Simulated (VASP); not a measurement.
# Cl (Fd-3m) in VASP: notebook

The runs below take Cl through single point, with r2SCAN.

Program: VASP 6.6.1. These are calculated values, not measurements. Logs are shortened: lines on timing, memory, paths and dates and some standing lists are left out, and cuts for length are marked.

## (1) The cell of the first run

It takes space group Fd-3m (No. 227, cubic). Conventional cell: a = 6.420 Å, b = 6.420 Å, c = 6.420 Å, α = 90.00°, β = 90.00°, γ = 90.00°. Within 3.7 Å of Cl (site symmetry -43m) lie 4 Cl at 2.78 Å.

## (2) Single point, r2SCAN

POSCAR

```
Cl
1.0
    0.0000000000      3.2102376156      3.2102376156
    3.2102376156      0.0000000000      3.2102376156
    3.2102376156      3.2102376156      0.0000000000
Cl
2
Direct
    0.0000000000      0.0000000000      0.0000000000
    0.2500000000      0.2500000000      0.2500000000
```

INCAR.step1

```
SYSTEM = Cl
PREC = Accurate
ENCUT = 520
ISMEAR = -1
SIGMA = 0.1
LREAL = .FALSE.
LASPH = .TRUE.
NELM = 60
NBANDS = 14
GGA = PE
ALGO = Normal
EDIFF = 1E-4
LWAVE = .TRUE.
LCHARG = .FALSE.
```

INCAR.step2

```
SYSTEM = Cl
PREC = Accurate
ENCUT = 520
EDIFF = 1E-7
ISMEAR = -1
SIGMA = 0.1
LREAL = .FALSE.
LASPH = .TRUE.
NELM = 60
ALGO = Normal
ISIF = 2
LWAVE = .FALSE.
LCHARG = .TRUE.
METAGGA = R2SCAN
LMIXTAU = .TRUE.
LELF = .TRUE.
LVHAR = .TRUE.
NBANDS = 14
ISTART = 1
```

KPOINTS

```
regular mesh
0
G
  9 9 9
  0 0 0
```

Potentials or basis: VASP PAW PBE potentials, release 64 (Cl).

On the command line:

```console
$ cat potpaw_PBE.64/Cl/POTCAR > POTCAR
$ cp INCAR.step1 INCAR
$ mpirun -np 1 vasp_std > vasp.out
$ cp INCAR.step2 INCAR
$ mpirun -np 1 vasp_std > vasp.out
```

OUTCAR:

```text
SYSTEM = Cl
   PREC = Accurate
   ENCUT = 520
   EDIFF = 1E-7
   ISMEAR = -1
   LREAL = .FALSE.
   LASPH = .TRUE.
   NELM = 60
   ISIF = 2
   METAGGA = R2SCAN
   ISTART = 1

 ion  position               nearest neighbor table
   1  0.000  0.000  0.000-
   2  0.250  0.250  0.250-

  LATTYP: Found a face centered cubic cell.
 ALAT       =     6.4204752312

  Lattice vectors:

 A1 = (   0.0000000000,   3.2102376156,   3.2102376156)
 A2 = (   3.2102376156,   0.0000000000,   3.2102376156)
 A3 = (   3.2102376156,   3.2102376156,   0.0000000000)

Analysis of symmetry for initial positions (statically):
=====================================================================
 Subroutine PRICEL returns:
 Original cell was already a primitive cell.

 Routine SETGRP: Setting up the symmetry group for a
 face centered cubic supercell.

 Subroutine GETGRP returns: Found 48 space group operations
 (whereof 24 operations were pure point group operations)
 out of a pool of 48 trial point group operations.

The static configuration has the point symmetry T_d .
 The point group associated with its full space group is O_h .

Analysis of symmetry for dynamics (positions and initial velocities):
=====================================================================
 Subroutine PRICEL returns:
 Original cell was already a primitive cell.

 Routine SETGRP: Setting up the symmetry group for a
 face centered cubic supercell.

 Subroutine GETGRP returns: Found 48 space group operations
 (whereof 24 operations were pure point group operations)
 out of a pool of 48 trial point group operations.

The dynamic configuration has the point symmetry T_d .
 The point group associated with its full space group is O_h .

 Subroutine INISYM returns: Found 48 space group operations
 (whereof 24 operations are pure point group operations),
 and found     1 'primitive' translations

----------------------------------------------------------------------------------------

                                     Primitive cell

  volume of cell :      66.1670

  direct lattice vectors                    reciprocal lattice vectors
     0.000000000  3.210237616  3.210237616    -0.155751711  0.155751711  0.155751711
     3.210237616  0.000000000  3.210237616     0.155751711 -0.155751711  0.155751711
     3.210237616  3.210237616  0.000000000     0.155751711  0.155751711 -0.155751711

  length of vectors
     4.539961574  4.539961574  4.539961574     0.269769876  0.269769876  0.269769876

  position of ions in fractional coordinates (direct lattice)
     0.000000000  0.000000000  0.000000000
     0.250000000  0.250000000  0.250000000

  ion indices of the primitive-cell ions
   primitive index   ion index
                 1           1
                 2           2

----------------------------------------------------------------------------------------

 KPOINTS: regular mesh

Automatic generation of k-mesh.
 Grid dimensions read from file:
 generate k-points for:    9    9    9

 Generating k-lattice:

  Cartesian coordinates                     Fractional coordinates (reciprocal lattice)
    -0.017305746  0.017305746  0.017305746     0.111111111  0.000000000  0.000000000
     0.017305746 -0.017305746  0.017305746     0.000000000  0.111111111  0.000000000
     0.017305746  0.017305746 -0.017305746     0.000000000  0.000000000  0.111111111

  Length of vectors
     0.029974431  0.029974431  0.029974431

  Shift w.r.t. Gamma in fractional coordinates (k-lattice)
     0.000000000  0.000000000  0.000000000

 Subroutine IBZKPT returns following result:
 ===========================================

 Found     35 irreducible k-points:

 Following reciprocal coordinates:
            Coordinates               Weight
  0.000000  0.000000  0.000000      1.000000
  0.111111  0.000000  0.000000      8.000000
  0.222222  0.000000  0.000000      8.000000
  0.333333  0.000000  0.000000      8.000000
  0.444444  0.000000  0.000000      8.000000
  0.111111  0.111111  0.000000      6.000000
[... 16 lines left out ...]
 -0.333333  0.333333  0.000000     12.000000
  0.444444  0.444444  0.000000      6.000000
 [... further k-points ...]
   k-points           NKPTS =     35   k-points in BZ     NKDIM =     35   number of bands    NBANDS=     14
   number of dos      NEDOS =    301   number of ions     NIONS =      2
   total plane-waves  NPLWV =  46656
   dimension x,y,z NGX =    36 NGY =   36 NGZ =   36
   dimension x,y,z NGXF=    72 NGYF=   72 NGZF=   72
   ions per type =               2
   NGX,Y,Z   is equivalent  to a cutoff of  13.18, 13.18, 13.18 a.u.
   NGXF,Y,Z  is equivalent  to a cutoff of  26.37, 26.37, 26.37 a.u.
 SYSTEM =  Cl
   PREC   = accura    normal or accurate (medium, high low for compatibility)
   ISTART =      1    job   : 0-new  1-cont  2-samecut
   ICHARG =      0    charge: 1-file 2-atom 10-const
   ISPIN  =      1    spin polarized calculation?
   LNONCOLLINEAR =      F non collinear calculations
   LSORBIT =      F    spin-orbit coupling
   LASPH  =      T    aspherical Exc in radial PAW
   ENCUT  =  520.0 eV  38.22 Ry    6.18 a.u.   8.44  8.44  8.44*2*pi/ulx,y,z
   NELM   =     60;   NELMIN=  2; NELMDL=  0     # of ELM steps
   EDIFF  = 0.1E-06   stopping-criterion for ELM
   LREAL  =      F    real-space projection
   EDIFFG = 0.1E-05   stopping-criterion for IOM
   NSW    =      0    number of steps for IOM
   IBRION =     -1    ionic relax: 0-MD 1-quasi-New 2-CG
   NFREE  =      0    steps in history (QN), initial steepest desc. (CG)
   ISIF   =      2    stress and relaxation
   ISYM   =      2    0-nonsym 1-usesym 2-fastsym
   POTIM  = 0.5000    time-step for ionic-motion
   TEBEG  =    0.0;   TEEND  =   0.0 temperature during run
   PSTRESS=    0.0 pullay stress
   NELECT =      14.0000    total number of electrons
   NUPDOWN=      -1.0000    fix difference up-down
   EMIN   =  10.00;   EMAX   =-10.00  energy-range for DOS
   EFERMI =   0.00;   METHOD = LEGACY
   ISMEAR =    -1;   SIGMA  =   0.10  broadening in eV -4-tet -1-fermi 0-gaus
   EFERMI_NEDOS =   21; number of points for ismear=-14 and -15
   IALGO  =     38    algorithm
   IMIX   =      4    mixing-type and parameters
     AMIX     =   0.40;   BMIX     =  1.00
     AMIX_MAG =   1.60;   BMIX_MAG =  1.00
  volume/ion in A,a.u.               =      33.08       223.26
  Fermi-wavevector in a.u.,A,eV,Ry     =   0.975522  1.843469 12.947887  0.951643
  Thomas-Fermi vector in A             =   2.106068
   LORBIT       =      0    0 simple, 1 ext, 2 COOP (PROOUT), +10 PAW based schemes
   METAGGA = R2SCAN    functional components
   LHFCALC =     F    Hartree Fock is set to
   AEXX    =    0.0000 exact exchange contribution
   IVDW    =     0    specifies the selected vdW correction
   LEPSILON=     F    determine dielectric tensor
   LRPA    =     F    only Hartree local field effects (RPA)
 non-spin polarized calculation
  energy-cutoff  :      520.00
  volume of cell :       66.17
 maximum number of plane-waves:      1807
 NGX is ok and might be reduce to    36
   NGX = 17   NGY = 17   NGZ = 17

 number of electron      13.9999997 magnetization

 Free energy of the ion-electron system (eV)
  ---------------------------------------------------
  ext. energy  EPLUGINS =         0.00000000
  ---------------------------------------------------
  free energy    TOTEN  =       -10.32303338 eV

  energy without entropy =      -10.17372465  energy(sigma->0) =      -10.24837901

 E-fermi :  -1.4873     XC(G=0):  -7.5780

 val. band max:       -1.4875358977   @ k =  -0.2222   0.2222   0.0000
 cond. band min:      -1.4682757817   @ k =   0.4444   0.2222   0.1111
 fundamental gap:      0.0192601161
 Fermi energy:        -1.4873152305

 k-point     1 :       0.0000    0.0000    0.0000
  band No.  band energies     occupation
      1     -17.3538      2.00000
      2     -14.7440      2.00000
      3      -4.3322      2.00000
      4      -4.3322      2.00000
      5      -4.3322      2.00000
      6      -2.3844      1.99975
      7      -2.3844      1.99975
      8      -2.3844      1.99975
      9       5.3281      0.00000
     10       9.7582      0.00000
     11       9.7582      0.00000
     12      11.2587      0.00000
     13      11.2587      0.00000
     14      11.2587      0.00000

 k-point     2 :       0.1111    0.0000    0.0000
  band No.  band energies     occupation
      1     -17.3042      2.00000
      2     -14.8173      2.00000
      3      -4.3944      2.00000
      4      -4.3944      2.00000
      5      -4.3833      2.00000
      6      -2.3224      1.99953
      7      -2.3034      1.99943
      8      -2.3034      1.99943
      9       5.5752      0.00000
     10       9.4884      0.00000
     11       9.4884      0.00000
     12      11.0049      0.00000
     13      11.8158      0.00000
     14      11.8158      0.00000

 k-point     3 :       0.2222    0.0000    0.0000
  band No.  band energies     occupation
      1     -17.1649      2.00000
      2     -15.0155      2.00000
      3      -4.5334      2.00000
      4      -4.5334      2.00000
      5      -4.5257      2.00000
      6      -2.1273      1.99668
      7      -2.1184      1.99637
      8      -2.1184      1.99637
      9       6.1865      0.00000
     10       9.2095      0.00000
     11       9.2095      0.00000
     12      10.4866      0.00000
     13      12.1409      0.00000
     14      12.6379      0.00000
[... 324 lines left out ...]
 k-point    23 :      -0.3333    0.3333    0.0000
  band No.  band energies     occupation
      1     -16.4834      2.00000
      2     -15.8516      2.00000
      3      -5.4349      2.00000
      4      -4.9879      2.00000
      5      -3.7602      2.00000
      6      -2.5761      1.99996
      7      -1.4641      0.88457
      8      -1.2081      0.11553
      9       6.9419      0.00000
     10       7.8642      0.00000
     11       9.4855      0.00000
     12      11.4011      0.00000
     13      12.9224      0.00000
     14      12.9633      0.00000

 k-point    24 :       0.4444    0.4444    0.0000
  band No.  band energies     occupation
      1     -16.3928      2.00000
      2     -15.9501      2.00000
      3      -5.1932      2.00000
      4      -5.1932      2.00000
      5      -3.4828      2.00000
      6      -3.2438      2.00000
      7      -1.1559      0.07020
      8      -1.1559      0.07020
      9       7.0798      0.00000
     10       7.2992      0.00000
     11      11.4723      0.00000
     12      11.4723      0.00000
     13      12.3450      0.00000
     14      12.4237      0.00000

 [... further k-points ...]
[... 5 lines left out ...]
  --------------------------------------------------------------------------------------
  -------------------------------------------------------------------------------------
  Total        0.0302763      0.0302763      0.0302763      0.0000000     -0.0000000      0.0000000
  in kB        0.7331148      0.7331148      0.7331148      0.0000000     -0.0000000      0.0000000
  external PRESSURE =       0.7331148 kB  Pullay stress =       0.0000000 kB

 VOLUME and BASIS-vectors are now :
 -----------------------------------------------------------------------------
  energy-cutoff  :      520.00
  volume of cell :       66.17
      direct lattice vectors                 reciprocal lattice vectors
     0.000000000  3.210237616  3.210237616    -0.155751711  0.155751711  0.155751711
     3.210237616  0.000000000  3.210237616     0.155751711 -0.155751711  0.155751711
     3.210237616  3.210237616  0.000000000     0.155751711  0.155751711 -0.155751711

 POSITION                                       TOTAL-FORCE (eV/Angst)
 -----------------------------------------------------------------------------------
      0.00000      0.00000      0.00000         0.000000      0.000000      0.000000
      1.60512      1.60512      1.60512        -0.000000     -0.000000     -0.000000
 -----------------------------------------------------------------------------------
    total drift:                                0.000000      0.000000      0.000000

  FREE ENERGIE OF THE ION-ELECTRON SYSTEM (eV)
  ---------------------------------------------------
  free  energy   TOTEN  =       -10.3230333770 eV

  energy  without entropy=      -10.1737246498  energy(sigma->0) =      -10.24837901
```

Run time: 2.6 min. Hardware: 1 thread of Intel Xeon 8259CL, shared host; peak memory 0.21 GiB.

Results:

```
Free energy            : -10.3230 eV
Pressure               : 0.1 GPa
Band gap on the k mesh : zero (bands 7 and 8 overlap by 1.23 eV)
```

Levels at points of the mesh, in eV from the Fermi level:
| k point | band 4 | band 5 | band 6 | band 7 | band 8 | band 9 | band 10 | band 11 |
| --- | --- | --- | --- | --- | --- | --- | --- | --- |
| (0.00, 0.00, 0.00) | -2.84 | -2.84 | -0.90 | -0.90 | -0.90 | 6.82 | 11.25 | 11.25 |

Caveat: the PAW data sets were made with another functional, which shifts forces and pressure a little.

[end of part 1 of 2]
